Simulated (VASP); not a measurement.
# Y (Pm-3m) in VASP: notebook, part 3 of 3

VASP 6.6.1. The steps go on from the part before.

### 6 Single point, RPBE

This run uses another cell than the first one, of 36.74 Å³/atom, 1.136 times its volume.

Input file INCAR:

```
SYSTEM = Y
PREC = Accurate
ENCUT = 520
EDIFF = 1E-6
ISMEAR = -1
SIGMA = 0.1
LREAL = .FALSE.
LASPH = .TRUE.
NELM = 80
ALGO = Normal
ISIF = 2
LWAVE = .FALSE.
LCHARG = .TRUE.
GGA = RP
LELF = .TRUE.
LVHAR = .TRUE.
NBANDS = 12
```

Input file KPOINTS:

```
Automatic mesh
0
G
  11 11 11
  0 0 0
```

Input file POSCAR:

```
Y
1.0
    3.3243550648      0.0000000000      0.0000000000
    0.0000000000      3.3243550648      0.0000000000
    0.0000000000      0.0000000000      3.3243550648
Y
1
Direct
    0.0000000000      0.0000000000      0.0000000000
```

Potentials or basis: VASP PAW PBE potentials, release 64 (Y_sv).

Command:

```
$ cat potpaw_PBE.64/Y_sv/POTCAR > POTCAR
$ mpirun -np 1 vasp_std > vasp.out
```

OUTCAR:

```text
SYSTEM = Y
   PREC = Accurate
   ENCUT = 520
   EDIFF = 1E-6
   ISMEAR = -1
   LREAL = .FALSE.
   LASPH = .TRUE.
   NELM = 80
   ISIF = 2
   GGA = RP

 ion  position               nearest neighbor table
   1  0.000  0.000  0.000-

  LATTYP: Found a simple cubic cell.
 ALAT       =     3.3243550648

  Lattice vectors:

 A1 = (   3.3243550648,   0.0000000000,   0.0000000000)
 A2 = (   0.0000000000,   3.3243550648,   0.0000000000)
 A3 = (   0.0000000000,   0.0000000000,   3.3243550648)

Analysis of symmetry for initial positions (statically):
=====================================================================
 Subroutine PRICEL returns:
 Original cell was already a primitive cell.

 Routine SETGRP: Setting up the symmetry group for a
 simple cubic supercell.

 Subroutine GETGRP returns: Found 48 space group operations
 (whereof 48 operations were pure point group operations)
 out of a pool of 48 trial point group operations.

The static configuration has the point symmetry O_h .

Analysis of symmetry for dynamics (positions and initial velocities):
=====================================================================
 Subroutine PRICEL returns:
 Original cell was already a primitive cell.

 Routine SETGRP: Setting up the symmetry group for a
 simple cubic supercell.

 Subroutine GETGRP returns: Found 48 space group operations
 (whereof 48 operations were pure point group operations)
 out of a pool of 48 trial point group operations.

The dynamic configuration has the point symmetry O_h .

 Subroutine INISYM returns: Found 48 space group operations
 (whereof 48 operations are pure point group operations),
 and found     1 'primitive' translations

----------------------------------------------------------------------------------------

                                     Primitive cell

  volume of cell :      36.7386

  direct lattice vectors                    reciprocal lattice vectors
     3.324355065  0.000000000  0.000000000     0.300810226  0.000000000  0.000000000
     0.000000000  3.324355065  0.000000000     0.000000000  0.300810226  0.000000000
     0.000000000  0.000000000  3.324355065     0.000000000  0.000000000  0.300810226

  length of vectors
     3.324355065  3.324355065  3.324355065     0.300810226  0.300810226  0.300810226

  position of ions in fractional coordinates (direct lattice)
     0.000000000  0.000000000  0.000000000

  ion indices of the primitive-cell ions
   primitive index   ion index
                 1           1

----------------------------------------------------------------------------------------

 KPOINTS: Automatic mesh

Automatic generation of k-mesh.
 Grid dimensions read from file:
 generate k-points for:   11   11   11

 Generating k-lattice:

  Cartesian coordinates                     Fractional coordinates (reciprocal lattice)
     0.027346384  0.000000000  0.000000000     0.090909091  0.000000000  0.000000000
     0.000000000  0.027346384  0.000000000     0.000000000  0.090909091  0.000000000
     0.000000000  0.000000000  0.027346384     0.000000000  0.000000000  0.090909091

  Length of vectors
     0.027346384  0.027346384  0.027346384

  Shift w.r.t. Gamma in fractional coordinates (k-lattice)
     0.000000000  0.000000000  0.000000000

 Subroutine IBZKPT returns following result:
 ===========================================

 Found     56 irreducible k-points:

 Following reciprocal coordinates:
            Coordinates               Weight
  0.000000  0.000000  0.000000      1.000000
  0.090909  0.000000  0.000000      6.000000
  0.181818  0.000000  0.000000      6.000000
  0.272727  0.000000  0.000000      6.000000
  0.363636  0.000000  0.000000      6.000000
  0.454545  0.000000  0.000000      6.000000
[... 16 lines left out ...]
  0.181818  0.090909  0.090909     24.000000
  0.272727  0.090909  0.090909     24.000000
 [... further k-points ...]
   k-points           NKPTS =     56   k-points in BZ     NKDIM =     56   number of bands    NBANDS=     12
   number of dos      NEDOS =    301   number of ions     NIONS =      1
   total plane-waves  NPLWV =  21952
   dimension x,y,z NGX =    28 NGY =   28 NGZ =   28
   dimension x,y,z NGXF=    56 NGYF=   56 NGZF=   56
   ions per type =               1
   NGX,Y,Z   is equivalent  to a cutoff of  14.00, 14.00, 14.00 a.u.
   NGXF,Y,Z  is equivalent  to a cutoff of  28.00, 28.00, 28.00 a.u.
 SYSTEM =  Y
   PREC   = accura    normal or accurate (medium, high low for compatibility)
   ISTART =      0    job   : 0-new  1-cont  2-samecut
   ICHARG =      2    charge: 1-file 2-atom 10-const
   ISPIN  =      1    spin polarized calculation?
   LNONCOLLINEAR =      F non collinear calculations
   LSORBIT =      F    spin-orbit coupling
   LASPH  =      T    aspherical Exc in radial PAW
   ENCUT  =  520.0 eV  38.22 Ry    6.18 a.u.   6.18  6.18  6.18*2*pi/ulx,y,z
   NELM   =     80;   NELMIN=  2; NELMDL= -5     # of ELM steps
   EDIFF  = 0.1E-05   stopping-criterion for ELM
   LREAL  =      F    real-space projection
   EDIFFG = 0.1E-04   stopping-criterion for IOM
   NSW    =      0    number of steps for IOM
   IBRION =     -1    ionic relax: 0-MD 1-quasi-New 2-CG
   NFREE  =      0    steps in history (QN), initial steepest desc. (CG)
   ISIF   =      2    stress and relaxation
   ISYM   =      2    0-nonsym 1-usesym 2-fastsym
   POTIM  = 0.5000    time-step for ionic-motion
   TEBEG  =    0.0;   TEEND  =   0.0 temperature during run
   PSTRESS=    0.0 pullay stress
   NELECT =      11.0000    total number of electrons
   NUPDOWN=      -1.0000    fix difference up-down
   EMIN   =  10.00;   EMAX   =-10.00  energy-range for DOS
   EFERMI =   0.00;   METHOD = LEGACY
   ISMEAR =    -1;   SIGMA  =   0.10  broadening in eV -4-tet -1-fermi 0-gaus
   EFERMI_NEDOS =   21; number of points for ismear=-14 and -15
   IALGO  =     38    algorithm
   IMIX   =      4    mixing-type and parameters
     AMIX     =   0.40;   BMIX     =  1.00
     AMIX_MAG =   1.60;   BMIX_MAG =  1.00
  volume/ion in A,a.u.               =      36.74       247.92
  Fermi-wavevector in a.u.,A,eV,Ry     =   1.095212  2.069651 16.320053  1.199490
  Thomas-Fermi vector in A             =   2.231532
   LORBIT       =      0    0 simple, 1 ext, 2 COOP (PROOUT), +10 PAW based schemes
   GGA     = RP    functional components
   LHFCALC =     F    Hartree Fock is set to
   AEXX    =    0.0000 exact exchange contribution
   IVDW    =     0    specifies the selected vdW correction
   LEPSILON=     F    determine dielectric tensor
   LRPA    =     F    only Hartree local field effects (RPA)
 non-spin polarized calculation
  energy-cutoff  :      520.00
  volume of cell :       36.74
 maximum number of plane-waves:      1021
 NGX is ok and might be reduce to    28
   NGX = 13   NGY = 13   NGZ = 13

 number of electron      11.0000000 magnetization

 Free energy of the ion-electron system (eV)
  ---------------------------------------------------
  ext. energy  EPLUGINS =         0.00000000
  ---------------------------------------------------
  free energy    TOTEN  =        -5.35039286 eV

  energy without entropy =       -5.26761881  energy(sigma->0) =       -5.30900583

 E-fermi :   2.5683     XC(G=0):  -8.8656

 val. band max:        2.5675278107   @ k =   0.3636   0.0000   0.0000
 cond. band min:       2.5715871893   @ k =   0.2727   0.2727   0.0000
 fundamental gap:      0.0040593786
 Fermi energy:         2.5682968865

 k-point     1 :       0.0000    0.0000    0.0000
  band No.  band energies     occupation
      1     -40.5989      2.00000
      2     -20.2910      2.00000
      3     -20.2910      2.00000
      4     -20.2910      2.00000
      5      -1.8171      2.00000
      6       2.0360      1.99030
      7       2.0360      1.99030
      8       7.4613      0.00000
      9       7.4613      0.00000
     10       7.4613      0.00000
     11      12.2932      0.00000
     12      12.2932      0.00000

 k-point     2 :       0.0909    0.0000    0.0000
  band No.  band energies     occupation
      1     -40.5947      2.00000
      2     -20.3398      2.00000
      3     -20.2869      2.00000
      4     -20.2869      2.00000
      5      -1.6656      2.00000
      6       2.0820      1.98467
      7       2.1592      1.96712
      8       7.1862      0.00000
      9       7.1862      0.00000
     10       7.4791      0.00000
     11      11.5470      0.00000
     12      12.6556      0.00000
[... 316 lines left out ...]
 k-point    24 :       0.2727    0.0909    0.0909
  band No.  band energies     occupation
      1     -40.5604      2.00000
      2     -20.6222      2.00000
      3     -20.3069      2.00000
      4     -20.3023      2.00000
      5      -0.3380      2.00000
      6       2.6056      0.81565
      7       2.9125      0.06199
      8       5.6659      0.00000
      9       5.7215      0.00000
     10       7.1013      0.00000
     11       9.9676      0.00000
     12      13.5175      0.00000

 [... further k-points ...]
[... 5 lines left out ...]
  --------------------------------------------------------------------------------------
  -------------------------------------------------------------------------------------
  Total       -0.0277884     -0.0277884     -0.0277884      0.0000000     -0.0000000     -0.0000000
  in kB       -1.2118580     -1.2118580     -1.2118580      0.0000000     -0.0000000     -0.0000000
  external PRESSURE =      -1.2118580 kB  Pullay stress =       0.0000000 kB

 VOLUME and BASIS-vectors are now :
 -----------------------------------------------------------------------------
  energy-cutoff  :      520.00
  volume of cell :       36.74
      direct lattice vectors                 reciprocal lattice vectors
     3.324355065  0.000000000  0.000000000     0.300810226  0.000000000  0.000000000
     0.000000000  3.324355065  0.000000000     0.000000000  0.300810226  0.000000000
     0.000000000  0.000000000  3.324355065     0.000000000  0.000000000  0.300810226

 POSITION                                       TOTAL-FORCE (eV/Angst)
 -----------------------------------------------------------------------------------
      0.00000      0.00000      0.00000         0.000000      0.000000      0.000000
 -----------------------------------------------------------------------------------
    total drift:                               -0.000000     -0.000000     -0.000000

  FREE ENERGIE OF THE ION-ELECTRON SYSTEM (eV)
  ---------------------------------------------------
  free  energy   TOTEN  =        -5.3503928558 eV

  energy  without entropy=       -5.2676188140  energy(sigma->0) =       -5.30900583
```

OSZICAR:

```text
N       E                     dE             d eps       ncg     rms          rms(c)
DAV:   1     0.254557215829E+02    0.25456E+02   -0.55543E+03  1352   0.823E+02
DAV:   2    -0.412080769920E+01   -0.29577E+02   -0.28802E+02  1624   0.163E+02
DAV:   3    -0.553872549147E+01   -0.14179E+01   -0.13781E+01  1924   0.221E+01
DAV:   4    -0.558039178416E+01   -0.41666E-01   -0.41598E-01  1600   0.366E+00
DAV:   5    -0.558101323692E+01   -0.62145E-03   -0.62125E-03  1788   0.396E-01    0.180E+01
DAV:   6    -0.538385608504E+01    0.19716E+00   -0.22646E-01  1480   0.301E+00    0.109E+01
DAV:   7    -0.535389730854E+01    0.29959E-01   -0.29069E-01  1652   0.338E+00    0.108E+00
DAV:   8    -0.535080691848E+01    0.30904E-02   -0.47425E-02  1536   0.155E+00    0.287E-01
DAV:   9    -0.535053900393E+01    0.26791E-03   -0.91300E-04  1588   0.254E-01    0.134E-01
DAV:  10    -0.535040743998E+01    0.13156E-03   -0.69329E-04  1520   0.202E-01    0.482E-02
DAV:  11    -0.535039353084E+01    0.13909E-04   -0.94996E-05  1492   0.703E-02    0.189E-02
DAV:  12    -0.535039285575E+01    0.67509E-06   -0.34344E-06  1624   0.145E-02
   1 F= -.53503929E+01 E0= -.53090058E+01  d E =-.827740E-01
```

Run time: 11 s. Hardware: 1 thread of Intel Xeon 6975P-C (Granite Rapids), shared host; peak memory 0.17 GiB.

What came out:

| Property | Result |
| --- | --- |
| Free energy | -5.3504 eV |
| Pressure | -0.1 GPa |

Caveat: the PAW data sets were made with another functional, which shifts forces and pressure a little.

### 7 Overview

```tsv
cell	k mesh	gap on the mesh (eV)	pressure (GPa)
a = 3.186 Å, 1 atom	11 × 11 × 11	none	3.7
a = 3.233 Å, 1 atom	11 × 11 × 11	none	2.2
a = 3.279 Å, 1 atom	11 × 11 × 11	none	1.0
a = 3.324 Å, 1 atom	10 × 10 × 10	none	0.0
a = 3.324 Å, 1 atom	11 × 11 × 11	none	-0.1
```

Alike in all rows: task single point; level RPBE; potentials or basis VASP PAW PBE potentials, release 64 (Y_sv); no spin polarisation; cutoff (eV) 520; smearing fermi-dirac 0.1 eV.

Caveats: the PAW data sets were made with another functional, which shifts forces and pressure a little.

Total energies depend on the potentials used, so only differences within one code and one set of settings carry meaning.
